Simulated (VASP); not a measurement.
# LiF (P6_3mc) in VASP: further runs

The runs below take LiF through single point, with PBE.

All numbers are computed with VASP 6.6.1; they aren't measurements. Logs are shortened: lines on timing, memory, paths and dates and some standing lists are left out, and cuts for length are marked.

### 1 The cell of the first run

It takes space group P6_3mc (No. 186, hexagonal). The conventional cell has a = 2.920 Å, b = 2.920 Å, c = 5.167 Å, α = 90.00°, β = 90.00°, γ = 120.00°. Li (site symmetry 3m) has 4 F at 1.78 to 2.00 Å within 2.4 Å. Within 2.4 Å of F (site symmetry 3m) lie 4 Li at 1.78 to 2.00 Å.

### 2 Single point, PBE (volume 9.541 Å^3 an atom, c/a of the conventional cell 1.7691)

The input, INCAR:

```
SYSTEM = LiF
PREC = Accurate
ENCUT = 520
EDIFF = 1E-6
ISMEAR = 0
SIGMA = 0.05
LREAL = .FALSE.
LASPH = .TRUE.
NELM = 80
ALGO = Normal
ISIF = 2
LWAVE = .FALSE.
LCHARG = .FALSE.
GGA = PE
NBANDS = 18
```

The input, KPOINTS:

```
Automatic mesh
0
G
  9 9 6
  0 0 0
```

The input, POSCAR:

```
LiF
1.0
    2.9204982992      0.0000000000      0.0000000000
   -1.4602491496      2.5292257189      0.0000000000
    0.0000000000      0.0000000000      5.1666535412
Li F
2 2
Direct
    0.3333333333      0.6666666667      0.3810713234
    0.6666666667      0.3333333333      0.8810713234
    0.3333333333      0.6666666667      0.9939266766
    0.6666666667      0.3333333333      0.4939266766
```

Potentials or basis: VASP PAW PBE potentials, release 64 (Li_sv, F).

Launch:

```
cat potpaw_PBE.64/Li_sv/POTCAR potpaw_PBE.64/F/POTCAR > POTCAR
mpirun -np 1 vasp_std > vasp.out
```

OUTCAR:

```text
SYSTEM = LiF
   PREC = Accurate
   ENCUT = 520
   EDIFF = 1E-6
   ISMEAR = 0
   LREAL = .FALSE.
   LASPH = .TRUE.
   NELM = 80
   ISIF = 2
   GGA = PE

 ion  position               nearest neighbor table
   1  0.333  0.667  0.381-   4 1.78   4 1.78   4 1.78   3 2.00
   2  0.667  0.333  0.881-   3 1.78   3 1.78   3 1.78   4 2.00
   3  0.333  0.667  0.994-   2 1.78   2 1.78   2 1.78   1 2.00
   4  0.667  0.333  0.494-   1 1.78   1 1.78   1 1.78   2 2.00

  LATTYP: Found a hexagonal cell.
 ALAT       =     2.9204982992
 C/A-ratio  =     1.7691000000

  Lattice vectors:

 A1 = (   2.9204982992,   0.0000000000,   0.0000000000)
 A2 = (  -1.4602491496,   2.5292257189,   0.0000000000)
 A3 = (   0.0000000000,   0.0000000000,   5.1666535412)

Analysis of symmetry for initial positions (statically):
=====================================================================
 Subroutine PRICEL returns:
 Original cell was already a primitive cell.

 Routine SETGRP: Setting up the symmetry group for a
 hexagonal supercell.

 Subroutine GETGRP returns: Found 12 space group operations
 (whereof  6 operations were pure point group operations)
 out of a pool of 24 trial point group operations.

The static configuration has the point symmetry C_3v.
 The point group associated with its full space group is C_6v.

Analysis of symmetry for dynamics (positions and initial velocities):
=====================================================================
 Subroutine PRICEL returns:
 Original cell was already a primitive cell.

 Routine SETGRP: Setting up the symmetry group for a
 hexagonal supercell.

 Subroutine GETGRP returns: Found 12 space group operations
 (whereof  6 operations were pure point group operations)
 out of a pool of 24 trial point group operations.

The dynamic configuration has the point symmetry C_3v.
 The point group associated with its full space group is C_6v.

 Subroutine INISYM returns: Found 12 space group operations
 (whereof  6 operations are pure point group operations),
 and found     1 'primitive' translations

----------------------------------------------------------------------------------------

                                     Primitive cell

  volume of cell :      38.1640

  direct lattice vectors                    reciprocal lattice vectors
     2.920498299  0.000000000  0.000000000     0.342407321  0.197688959  0.000000000
    -1.460249150  2.529225719  0.000000000     0.000000000  0.395377918  0.000000000
     0.000000000  0.000000000  5.166653541     0.000000000  0.000000000  0.193548879

  length of vectors
     2.920498299  2.920498299  5.166653541     0.395377918  0.395377918  0.193548879

  position of ions in fractional coordinates (direct lattice)
     0.333333333  0.666666667  0.381071323
     0.666666667  0.333333333  0.881071323
     0.333333333  0.666666667  0.993926677
     0.666666667  0.333333333  0.493926677

  ion indices of the primitive-cell ions
   primitive index   ion index
                 1           1
                 2           2
                 3           3
                 4           4

----------------------------------------------------------------------------------------

 KPOINTS: Automatic mesh

Automatic generation of k-mesh.
 Grid dimensions read from file:
 generate k-points for:    9    9    6

 Generating k-lattice:

  Cartesian coordinates                     Fractional coordinates (reciprocal lattice)
     0.038045258  0.021965440  0.000000000     0.111111111 -0.000000000  0.000000000
     0.000000000  0.043930880  0.000000000     0.000000000  0.111111111  0.000000000
     0.000000000  0.000000000  0.032258146     0.000000000  0.000000000  0.166666667

  Length of vectors
     0.043930880  0.043930880  0.032258146

  Shift w.r.t. Gamma in fractional coordinates (k-lattice)
     0.000000000  0.000000000  0.000000000

 Subroutine IBZKPT returns following result:
 ===========================================

 Found     48 irreducible k-points:

 Following reciprocal coordinates:
            Coordinates               Weight
  0.000000  0.000000  0.000000      1.000000
  0.111111  0.000000  0.000000      6.000000
  0.222222  0.000000  0.000000      6.000000
  0.333333  0.000000  0.000000      6.000000
  0.444444  0.000000  0.000000      6.000000
  0.111111  0.111111  0.000000      6.000000
[... 16 lines left out ...]
  0.333333  0.222222  0.166667     24.000000
  0.333333  0.333333  0.166667      4.000000
 [... further k-points ...]
   k-points           NKPTS =     48   k-points in BZ     NKDIM =     48   number of bands    NBANDS=     18
   number of dos      NEDOS =    301   number of ions     NIONS =      4
   total plane-waves  NPLWV =  23040
   dimension x,y,z NGX =    24 NGY =   24 NGZ =   40
   dimension x,y,z NGXF=    48 NGYF=   48 NGZF=   80
   ions per type =               2   2
   NGX,Y,Z   is equivalent  to a cutoff of  13.66, 13.66, 12.87 a.u.
   NGXF,Y,Z  is equivalent  to a cutoff of  27.32, 27.32, 25.74 a.u.
 SYSTEM =  LiF
   PREC   = accura    normal or accurate (medium, high low for compatibility)
   ISTART =      0    job   : 0-new  1-cont  2-samecut
   ICHARG =      2    charge: 1-file 2-atom 10-const
   ISPIN  =      1    spin polarized calculation?
   LNONCOLLINEAR =      F non collinear calculations
   LSORBIT =      F    spin-orbit coupling
   LASPH  =      T    aspherical Exc in radial PAW
   ENCUT  =  520.0 eV  38.22 Ry    6.18 a.u.   5.43  5.43  9.61*2*pi/ulx,y,z
   NELM   =     80;   NELMIN=  2; NELMDL= -5     # of ELM steps
   EDIFF  = 0.1E-05   stopping-criterion for ELM
   LREAL  =      F    real-space projection
   EDIFFG = 0.1E-04   stopping-criterion for IOM
   NSW    =      0    number of steps for IOM
   IBRION =     -1    ionic relax: 0-MD 1-quasi-New 2-CG
   NFREE  =      0    steps in history (QN), initial steepest desc. (CG)
   ISIF   =      2    stress and relaxation
   ISYM   =      2    0-nonsym 1-usesym 2-fastsym
   POTIM  = 0.5000    time-step for ionic-motion
   TEBEG  =    0.0;   TEEND  =   0.0 temperature during run
   PSTRESS=    0.0 pullay stress
   NELECT =      20.0000    total number of electrons
   NUPDOWN=      -1.0000    fix difference up-down
   EMIN   =  10.00;   EMAX   =-10.00  energy-range for DOS
   EFERMI =   0.00;   METHOD = LEGACY
   ISMEAR =     0;   SIGMA  =   0.05  broadening in eV -4-tet -1-fermi 0-gaus
   EFERMI_NEDOS =   21; number of points for ismear=-14 and -15
   IALGO  =     38    algorithm
   IMIX   =      4    mixing-type and parameters
     AMIX     =   0.40;   BMIX     =  1.00
     AMIX_MAG =   1.60;   BMIX_MAG =  1.00
  volume/ion in A,a.u.               =       9.54        64.39
  Fermi-wavevector in a.u.,A,eV,Ry     =   1.319877  2.494206 23.702381  1.742076
  Thomas-Fermi vector in A             =   2.449744
   LORBIT       =      0    0 simple, 1 ext, 2 COOP (PROOUT), +10 PAW based schemes
   GGA     = PE    functional components
   LHFCALC =     F    Hartree Fock is set to
   AEXX    =    0.0000 exact exchange contribution
   IVDW    =     0    specifies the selected vdW correction
   LEPSILON=     F    determine dielectric tensor
   LRPA    =     F    only Hartree local field effects (RPA)
 non-spin polarized calculation
 Gauss-broadening in eV      SIGMA  =   0.05
  energy-cutoff  :      520.00
  volume of cell :       38.16
 maximum number of plane-waves:      1051
 NGX is ok and might be reduce to    24
   NGX = 11   NGY = 11   NGZ = 19

 number of electron      19.9999990 magnetization

 Free energy of the ion-electron system (eV)
  ---------------------------------------------------
  ext. energy  EPLUGINS =         0.00000000
  ---------------------------------------------------
  free energy    TOTEN  =       -19.11630584 eV

  energy without entropy =      -19.11630584  energy(sigma->0) =      -19.11630584

 E-fermi :  -2.1266     XC(G=0):  -8.9981

 val. band max:       -2.3607823346   @ k =   0.0000   0.0000   0.0000
 cond. band min:       5.6741185001   @ k =   0.0000   0.0000   0.0000
 fundamental gap:      8.0349008347
 Fermi energy:        -2.1266377200

 k-point     1 :       0.0000    0.0000    0.0000
  band No.  band energies     occupation
      1     -42.6020      2.00000
      2     -42.5702      2.00000
      3     -21.7860      2.00000
      4     -21.6142      2.00000
      5      -4.5307      2.00000
      6      -2.5556      2.00000
[... 10 lines left out ...]
     17      18.6197      0.00000
     18      18.6197      0.00000

 k-point     2 :       0.1111    0.0000    0.0000
  band No.  band energies     occupation
      1     -42.5961      2.00000
      2     -42.5663      2.00000
      3     -21.7661      2.00000
      4     -21.6035      2.00000
      5      -4.4606      2.00000
      6      -2.7344      2.00000
[... 10 lines left out ...]
     17      18.7012      0.00000
     18      18.7534      0.00000

 k-point     3 :       0.2222    0.0000    0.0000
  band No.  band energies     occupation
      1     -42.5813      2.00000
      2     -42.5564      2.00000
      3     -21.7141      2.00000
      4     -21.5773      2.00000
      5      -4.2841      2.00000
      6      -3.2190      2.00000
[... 10 lines left out ...]
     17      18.5554      0.00000
     18      18.6633      0.00000

 k-point     4 :       0.3333    0.0000    0.0000
  band No.  band energies     occupation
      1     -42.5638      2.00000
      2     -42.5459      2.00000
      3     -21.6487      2.00000
      4     -21.5516      2.00000
      5      -4.2081      2.00000
      6      -3.6166      2.00000
[... 375 lines left out ...]
      4     -21.5466      2.00000
      5      -4.0462      2.00000
      6      -3.9347      2.00000
[... 10 lines left out ...]
     17      17.8393      0.00000
     18      19.5700      0.00000

 k-point    23 :       0.3333    0.2222    0.1667
  band No.  band energies     occupation
      1     -42.5447      2.00000
      2     -42.5387      2.00000
      3     -21.5707      2.00000
      4     -21.5397      2.00000
      5      -4.3179      2.00000
      6      -3.7969      2.00000
[... 10 lines left out ...]
     17      17.0230      0.00000
     18      19.6331      0.00000

 k-point    24 :       0.3333    0.3333    0.1667
  band No.  band energies     occupation
      1     -42.5392      2.00000
      2     -42.5392      2.00000
      3     -21.5463      2.00000
      4     -21.5463      2.00000
      5      -4.3651      2.00000
      6      -3.6900      2.00000
[... 10 lines left out ...]
     17      16.5744      0.00000
     18      19.7804      0.00000

 [... further k-points ...]
[... 5 lines left out ...]
  --------------------------------------------------------------------------------------
  -------------------------------------------------------------------------------------
  Total        2.5906589      2.5906589     -0.4799933      0.0000000      0.0000000      0.0000000
  in kB      108.7594306    108.7594306    -20.1507792      0.0000000      0.0000000      0.0000000
  external PRESSURE =      65.7893607 kB  Pullay stress =       0.0000000 kB

 VOLUME and BASIS-vectors are now :
 -----------------------------------------------------------------------------
  energy-cutoff  :      520.00
  volume of cell :       38.16
      direct lattice vectors                 reciprocal lattice vectors
     2.920498299  0.000000000  0.000000000     0.342407321  0.197688959  0.000000000
    -1.460249150  2.529225719  0.000000000     0.000000000  0.395377918  0.000000000
     0.000000000  0.000000000  5.166653541     0.000000000  0.000000000  0.193548879

 POSITION                                       TOTAL-FORCE (eV/Angst)
 -----------------------------------------------------------------------------------
     -0.00000      1.68615      1.96886         0.000000     -0.000000     -0.408680
      1.46025      0.84308      4.55219        -0.000000      0.000000     -0.408680
     -0.00000      1.68615      5.13527         0.000000      0.000000      0.408680
      1.46025      0.84308      2.55195        -0.000000      0.000000      0.408680
 -----------------------------------------------------------------------------------
    total drift:                                0.000001      0.000001     -0.000578

  FREE ENERGIE OF THE ION-ELECTRON SYSTEM (eV)
  ---------------------------------------------------
  free  energy   TOTEN  =       -19.1163058413 eV

  energy  without entropy=      -19.1163058413  energy(sigma->0) =      -19.11630584
```

It took 43 s on 1 thread of AMD EPYC 7R43 (Zen 3), shared host; peak memory 0.12 GiB.

Results:

```yaml
Free_energy: -19.1163 eV
Largest_force: 0.409 eV/Å
Band_gap_on_the_k_mesh: 8.03 eV, direct
```

Forces on the atoms (eV/Å):
```
Li   0.000  0.000 -0.409
Li   0.000  0.000 -0.409
F    0.000  0.000  0.409
F    0.000  0.000  0.409
```

Caveat: the cutoff is under 1.25 times the usual one of these potentials, so pressure, stress and relaxed cells hold a basis-set (Pulay) error. A k mesh can miss the band edges.

### 3 Single point, PBE (volume 9.541 Å^3 an atom, c/a of the conventional cell 1.6161)

The input, INCAR:

```
ALGO = Normal ; EDIFF = 1E-6
ENCUT = 520 ; GGA = PE
ISIF = 2 ; ISMEAR = 0
LASPH = T ; LCHARG = F
LREAL = F ; LWAVE = F
NBANDS = 18 ; NELM = 80
PREC = Accurate ; SIGMA = 0.05
```

The input, KPOINTS:

```
k-points
0
Gamma
  9 9 6
```

The input, POSCAR:

```
LiF
1.0
    3.0098972840      0.0000000000      0.0000000000
   -1.5049486420      2.6066475107      0.0000000000
    0.0000000000      0.0000000000      4.8642950006
Li F
2 2
Direct
    0.3333333333      0.6666666667      0.3810713234
    0.6666666667      0.3333333333      0.8810713234
    0.3333333333      0.6666666667      0.9939266766
    0.6666666667      0.3333333333      0.4939266766
```

Potentials or basis: VASP PAW PBE potentials, release 64 (Li_sv, F).

Launch:

```
cat potpaw_PBE.64/Li_sv/POTCAR potpaw_PBE.64/F/POTCAR > POTCAR
mpirun -np 1 vasp_std > vasp.out
```

Wall time 30 s (1 thread of AMD EPYC 7R43 (Zen 3), shared host); peak memory 0.12 GiB.

Results (log left out):

```yaml
Free_energy: -19.2364 eV
Largest_force: 0.124 eV/Å
Band_gap_on_the_k_mesh: 8.06 eV, direct
```

Forces on the atoms (eV/Å):
```
Li   0.000  0.000 -0.124
Li   0.000  0.000 -0.124
F    0.000  0.000  0.124
F    0.000  0.000  0.124
```

Levels at points of the mesh, in eV from the valence-band top:
| k point | band 7 | band 8 | band 9 | band 10 | band 11 | band 12 | band 13 | band 14 |
| --- | --- | --- | --- | --- | --- | --- | --- | --- |
| (0.00, 0.00, 0.00) | -0.40 | -0.11 | -0.11 | 0.00 | 8.06 | 12.22 | 15.58 | 19.19 |
| (0.00, 0.00, 0.50) | -0.26 | -0.26 | -0.26 | -0.26 | 9.74 | 9.74 | 17.79 | 17.79 |

Caveat: the cutoff is under 1.25 times the usual one of these potentials, so pressure, stress and relaxed cells hold a basis-set (Pulay) error. A k mesh can miss the band edges.
